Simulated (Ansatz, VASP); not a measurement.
**Two plane-wave programs on La**

POSCAR

```
La
1.0
    3.9329668431      0.0000000000      0.0000000000
   -1.9664834215      3.4060491983      0.0000000000
    0.0000000000      0.0000000000     12.5264697707
La
4
Direct
    0.0000000000      1.0000000000      0.0000000000
    0.0000000000      1.0000000000      0.5000000000
    0.3333333333      0.6666666667      0.7500000000
    0.6666666667      0.3333333333      0.2500000000
```

Contents of INCAR.step1:

```
ALGO = Normal
EDIFF = 1E-4
ENCUT = 520
GGA = PE
ISMEAR = -1
LASPH = T
LCHARG = F
LREAL = F
LWAVE = T
NBANDS = 30
NELM = 80
PREC = Accurate
SIGMA = 0.1
```

INCAR.step2

```
ALGO = Normal
EDIFF = 1E-6
ENCUT = 520
ISIF = 2
ISMEAR = -1
ISTART = 1
LASPH = T
LCHARG = F
LMIXTAU = T
LREAL = F
LWAVE = F
METAGGA = R2SCAN
NBANDS = 30
NELM = 80
PREC = Accurate
SIGMA = 0.1
```

File KPOINTS:

```
k-points
0
Gamma
  13 13 4
```

Input for Ansatz:

```yaml
crystal:
  lattice:
    - [3.9329668431, 0.0, 0.0]
    - [-1.9664834215, 3.4060491983, 0.0]
    - [0.0, 0.0, 12.5264697707]
  atoms:
    - { symbol: La, position: [0.0, 1.0, 0.0] }
    - { symbol: La, position: [0.0, 1.0, 0.5] }
    - { symbol: La, position: [0.3333333333, 0.6666666667, 0.75] }
    - { symbol: La, position: [0.6666666667, 0.3333333333, 0.25] }
hamiltonian:
  xc: r2scan
  pseudopotentials:
    kind: paw
    azcp:
      La: "pseudopotentials/La.paw.azcp"
basis:
  ecutwfc: 500
  fft_grid_basis: typed
kpoints:
  mp_grid: { grid: [13, 13, 4], shift: [0, 0, 0] }
magnetization:
  spin_polarized: false
scf:
  occupations: { method: fermi_dirac, width: 0.1 }
output:
  stress: true
```

Alike in both runs: task single point; functional r2SCAN; k mesh 13 × 13 × 4; occupations fermi-dirac, width 0.1 eV; no spin polarisation.

|  | VASP | Ansatz |
| --- | --- | --- |
| version | VASP 6.6.1 | Ansatz 0.2.0 |
| potentials or method | VASP PAW PBE potentials, release 64 (La), cutoff 520 eV | plane waves (500 eV) with PAW, scalar-relativistic |
| valence electrons in the cell | 44 | 44 |

```tsv
	VASP	Ansatz	Ansatz less VASP
pressure (GPa)	-2.3	-2.3	-0.05
traceless stress, the component that is largest in VASP (GPa)	0.06	0.06	-0.001
```

VASP's potentials were made for PBE, not for r2SCAN.

Spin-orbit coupling is off throughout.
